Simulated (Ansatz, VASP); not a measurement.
## One calculation of GaSb, two programs

```
Ga Sb
1.0
     0.00000    3.02449    3.02449
     3.02449    0.00000    3.02449
     3.02449    3.02449    0.00000
Ga Sb
1 1
Cartesian
  0.0000 0.0000 0.0000
  1.5122 1.5122 1.5122
```

Alike in both runs: functional LDA; k mesh 12 × 12 × 12; occupations gaussian, width 0.1 eV; no spin polarisation.

Ansatz relaxed the structure, and its values are those at the end. VASP's run is a single point on that final structure, the one shown.

|  | VASP | Ansatz |
| --- | --- | --- |
| version | VASP 6.6.1 | Ansatz 0.2.0 |
| potentials or method | VASP PAW LDA potentials, release 64 (Ga_d, Sb_d_GW), cutoff 500 eV | scalar-relativistic, plane waves, PAW |
| valence electrons in the cell | 28 | 28 |

|  | VASP | Ansatz | Ansatz less VASP |
| --- | --- | --- | --- |
| pressure (GPa) | 0.0 | 0.0 | -0.05 |

Ansatz warns that its potentials were made for another functional, while VASP's fit it. LDA's correlation is that of Perdew and Zunger in VASP and of Perdew and Wang (1992) in Ansatz.

Neither program's run includes spin-orbit coupling.
